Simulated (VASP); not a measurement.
# Si7P (R-3m) in VASP: notebook, part 2 of 2

VASP 6.6.1. Earlier steps stand in the parts before.

### 3 Relaxation of cell and atoms, PBE

This run uses another cell than the first one, of 20.02 Å³/atom.

Input file INCAR:

```
PREC = Accurate ; ENCUT = 600
EDIFF = 1E-6 ; ISMEAR = 0
SIGMA = 0.2 ; LREAL = Auto
LASPH = True ; NELM = 60
ALGO = Normal ; ISIF = 3
LWAVE = False ; LCHARG = False
GGA = PE ; IBRION = 2
NSW = 36 ; EDIFFG = -0.08
```

Input file KPOINTS:

```
regular mesh
0
Gamma
  3 3 3
```

Input file POSCAR:

```
Si7P
1.0
    3.8400000000      2.2170250300      6.2700000000
   -3.8400000000      2.2170250300      6.2700000000
    0.0000000000     -4.4340500700      6.2700000000
Si P
14 2
Direct
    0.4375000000      0.4375000000      0.4375000000
    0.5625000000      0.5625000000      0.5625000000
    0.4375000000      0.9375010000      0.4375000000
    0.5625000000      0.0624990000      0.5625000000
    0.4375000000      0.4375000000      0.9375010000
    0.5625000000      0.5625000000      0.0624990000
    0.0625000000      0.0625000000      0.5625010000
    0.5625010000      0.0625000000      0.0625000000
    0.0625000000      0.5625010000      0.0625000000
    0.9375000000      0.9375000000      0.4374990000
    0.4374990000      0.9375000000      0.9375000000
    0.9375000000      0.4374990000      0.9375000000
    0.0624990000      0.5625000000      0.5625000000
    0.9375010000      0.4375000000      0.4375000000
    0.9200000000      0.9200000000      0.9200000000
    0.0800000000      0.0800000000      0.0800000000
```

Potentials or basis: VASP PAW PBE potentials, release 64 (Si, P).

Command:

```sh
> cat potpaw_PBE.64/Si/POTCAR potpaw_PBE.64/P/POTCAR > POTCAR
> mpirun -np 1 vasp_std > vasp.out
```

OUTCAR:

```text
PREC = Accurate
   ENCUT = 600
   EDIFF = 1E-6
   ISMEAR = 0
   LREAL = Auto
   LASPH = True
   NELM = 60
   ISIF = 3
   GGA = PE
   IBRION = 2
   NSW = 36
   EDIFFG = -0.08

 ion  position               nearest neighbor table
   1  0.438  0.438  0.438-   2 2.35   4 2.35  13 2.35   6 2.35
   2  0.562  0.562  0.562-   1 2.35   3 2.35  14 2.35   5 2.35
   3  0.438  0.938  0.438-   4 2.35   7 2.35   8 2.35   2 2.35
   4  0.562  0.062  0.562-   3 2.35  10 2.35  11 2.35   1 2.35
   5  0.438  0.438  0.938-   6 2.35   8 2.35   9 2.35   2 2.35
   6  0.562  0.562  0.062-   5 2.35  11 2.35  12 2.35   1 2.35
   7  0.062  0.062  0.563-  15 2.26  10 2.35  14 2.35   3 2.35
   8  0.563  0.062  0.062-  15 2.26  11 2.35   5 2.35   3 2.35
   9  0.062  0.563  0.062-  15 2.26  12 2.35   5 2.35  14 2.35
  10  0.938  0.938  0.437-  16 2.26   7 2.35  13 2.35   4 2.35
  11  0.437  0.938  0.938-  16 2.26   8 2.35   6 2.35   4 2.35
  12  0.938  0.437  0.938-  16 2.26   9 2.35   6 2.35  13 2.35
  13  0.062  0.562  0.562-  14 2.35  10 2.35  12 2.35   1 2.35
  14  0.938  0.438  0.438-  13 2.35   7 2.35   9 2.35   2 2.35
  15  0.920  0.920  0.920-   8 2.26   9 2.26   7 2.26
  16  0.080  0.080  0.080-  11 2.26  12 2.26  10 2.26

  LATTYP: Found a trigonal (rhomboedric) cell.
 ALAT       =     7.6794335718
 COS(alpha) =     0.4999262382

  Lattice vectors:

 A1 = (   3.8400000000,   2.2170250300,   6.2700000000)
 A2 = (  -3.8400000000,   2.2170250300,   6.2700000000)
 A3 = (   0.0000000000,  -4.4340500700,   6.2700000000)
[... 177 lines left out ...]

 number of electron      65.9999996 magnetization

 Free energy of the ion-electron system (eV)
  ---------------------------------------------------
  ext. energy  EPLUGINS =         0.00000000
  ---------------------------------------------------
  free energy    TOTEN  =       -85.82221815 eV

  energy without entropy =      -85.74128516  energy(sigma->0) =      -85.78175165

------------------------ aborting loop because EDIFF is reached ----------------------------------------

  FORCE on cell =-STRESS in cart. coord.  units (eV):
  Direction    XX          YY          ZZ          XY          YZ          ZX
  --------------------------------------------------------------------------------------
  -------------------------------------------------------------------------------------
  Total        1.2320249      1.2320249      4.2211144      0.0000000     -0.0000000      0.0000000
  in kB        6.1632453      6.1632453     21.1162646      0.0000000     -0.0000000      0.0000000
  external PRESSURE =      11.1475850 kB  Pullay stress =       0.0000000 kB
[... 387 lines left out ...]
--------------------------------------- Ionic step        9  -------------------------------------------

 number of electron      65.9999999 magnetization

 Free energy of the ion-electron system (eV)
  ---------------------------------------------------
  ext. energy  EPLUGINS =         0.00000000
  ---------------------------------------------------
  free energy    TOTEN  =       -86.14594975 eV

  energy without entropy =      -86.08678663  energy(sigma->0) =      -86.11636819

 E-fermi :   6.4979     XC(G=0):  -9.4021

 val. band max:        6.3368540766   @ k =   0.0000   0.0000   0.0000
 cond. band min:       6.5144668144   @ k =   0.0000   0.0000   0.0000
 fundamental gap:      0.1776127377
 Fermi energy:         6.4979172760

 k-point     1 :       0.0000    0.0000    0.0000
  band No.  band energies     occupation
      1      -6.9179      2.00000
      2      -5.4211      2.00000
      3      -4.8683      2.00000
      4      -3.9342      2.00000
      5      -3.9342      2.00000
      6      -3.2506      2.00000
[... 302 lines left out ...]
  FREE ENERGIE OF THE ION-ELECTRON SYSTEM (eV)
  ---------------------------------------------------
  free  energy   TOTEN  =       -86.1459497486 eV

  energy  without entropy=      -86.0867866343  energy(sigma->0) =      -86.11636819

 reached required accuracy - stopping structural energy minimisation
```

CONTCAR:

```text
Si7P
   1.00000000000000
     3.8092102736345379    2.1992485731426861    6.4369741601218431
    -3.8092102736345379    2.1992485731426861    6.4369741601218431
     0.0000000000000000   -4.3984971564676814    6.4369741602160042
  Si              P
    14     2
Direct
     0.4382365902694135    0.4382365902694135    0.4382365902694260
     0.5617634097305865    0.5617634097305865    0.5617634097305738
     0.4392497450693398    0.9369134268064927    0.4392497450693430
     0.5607502549306601    0.0630865731935072    0.5607502549306569
     0.4392497450693541    0.4392497450693541    0.9369134268065038
     0.5607502549306459    0.5607502549306459    0.0630865731934962
[... 8 lines left out ...]
     0.9302799892509780    0.9302799892509780    0.9302799892509970
     0.0697200107490222    0.0697200107490222    0.0697200107490032

  0.00000000E+00  0.00000000E+00  0.00000000E+00
  0.00000000E+00  0.00000000E+00  0.00000000E+00
  0.00000000E+00  0.00000000E+00  0.00000000E+00
  0.00000000E+00  0.00000000E+00  0.00000000E+00
  0.00000000E+00  0.00000000E+00  0.00000000E+00
  0.00000000E+00  0.00000000E+00  0.00000000E+00
[... 8 lines left out ...]
  0.00000000E+00  0.00000000E+00  0.00000000E+00
  0.00000000E+00  0.00000000E+00  0.00000000E+00
```

Run time: 8.6 min. Hardware: 1 thread of Intel Xeon 6975P-C (Granite Rapids), shared host; peak memory 0.58 GiB.

What came out:

- Free energy: -86.1459 eV
- Relaxed volume: 20.22 Å³/atom
- Relaxed cell: a = 7.796 Å, b = 7.796 Å, c = 7.796 Å, α = 58.50°, β = 58.50°, γ = 58.50°
- Space group after relaxing (to 0.1 Å): R-3m (No. 166)
- Energy gained by relaxing: 20.2 meV/atom
- Ionic steps: 9
- Pressure after relaxing: -0.2 GPa
- Largest force after relaxing: 0.060 eV/Å
- Band gap on the k mesh: zero (bands 33 and 34 overlap by 0.50 eV)

Forces on the atoms (eV/Å):
```
Si   0.000  0.000  0.060
Si   0.000  0.000 -0.060
Si   0.014 -0.008 -0.033
Si  -0.014  0.008  0.033
Si   0.000  0.016 -0.033
Si   0.000 -0.016  0.033
Si   0.000  0.014 -0.058
Si  -0.012 -0.007 -0.058
Si   0.012 -0.007 -0.058
Si   0.000 -0.014  0.058
Si   0.012  0.007  0.058
Si  -0.012  0.007  0.058
Si   0.014  0.008  0.033
Si  -0.014 -0.008 -0.033
P    0.000  0.000  0.054
P    0.000  0.000 -0.054
```

Stress tensor (GPa, compression positive):
```
-0.13  0.00  0.00
 0.00 -0.13  0.00
 0.00  0.00 -0.41
```

The path:
| step | energy change (eV) | largest force (eV/Å) | pressure (GPa) | volume (Å³) |
| --- | --- | --- | --- | --- |
| 1 | 0.0000 | 0.8412 | 1.11 | 320.27 |
| 2 | -0.1513 | 0.6611 | -0.59 | 326.76 |
| 3 | -0.1682 | 0.5476 | -1.30 | 329.71 |
| 4 | -0.2681 | 0.3661 | -0.50 | 326.44 |
| 5 | -0.2795 | 0.3064 | -0.13 | 325.00 |
| 6 | -0.3081 | 0.2055 | 0.03 | 323.65 |
| 7 | -0.3090 | 0.1907 | 0.06 | 323.36 |
| 8 | -0.3180 | 0.1387 | -0.05 | 323.44 |
| 9 | -0.3237 | 0.0597 | -0.22 | 323.55 |

Final structure:
```
Si P
1.0
     3.80921    2.19925    6.43697
    -3.80921    2.19925    6.43697
     0.00000   -4.39850    6.43697
Si P
14 2
Direct
  0.43824 0.43824 0.43824
  0.56176 0.56176 0.56176
  0.43925 0.93691 0.43925
  0.56075 0.06309 0.56075
  0.43925 0.43925 0.93691
  0.56075 0.56075 0.06309
  0.06029 0.06029 0.56178
  0.56178 0.06029 0.06029
  0.06029 0.56178 0.06029
  0.93971 0.93971 0.43822
  0.43822 0.93971 0.93971
  0.93971 0.43822 0.93971
  0.06309 0.56075 0.56075
  0.93691 0.43925 0.43925
  0.93028 0.93028 0.93028
  0.06972 0.06972 0.06972
```

Caveat: the relaxation stopped at a loose force limit of 0.08 eV/Å, so its end isn't a converged minimum.

The gap in the log of VASP goes by the Fermi energy; the results here count the filled bands.